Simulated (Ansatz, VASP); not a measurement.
# One calculation of KBr, two programs

```
K Br
1.0
     0.00000    3.29018    3.29018
     3.29018    0.00000    3.29018
     3.29018    3.29018    0.00000
K Br
1 1
Direct
  0.00000 0.00000 0.00000
  0.50000 0.50000 0.50000
```

Alike in both runs: functional r2SCAN; dispersion D4; k mesh 6 × 6 × 6; no spin polarisation.

Ansatz relaxed the structure, and its values are those at the end. VASP's run is a single point on that final structure, the one shown.

|  | VASP | Ansatz |
| --- | --- | --- |
| version | VASP 6.6.1 | Ansatz 0.2.0 |
| potentials or method | VASP PAW PBE potentials, release 64 (K_sv, Br) | plane waves, PAW |
| plane-wave cutoff (eV) | 550 | 500 |
| occupations | gaussian, width 0.01 eV | fixed |
| valence electrons in the cell | 16 | 16 |

|  | VASP | Ansatz | Ansatz less VASP |
| --- | --- | --- | --- |
| pressure (GPa) | 0.0 | 0.0 | 0.00 |

VASP's potentials were made for PBE, not for r2SCAN.
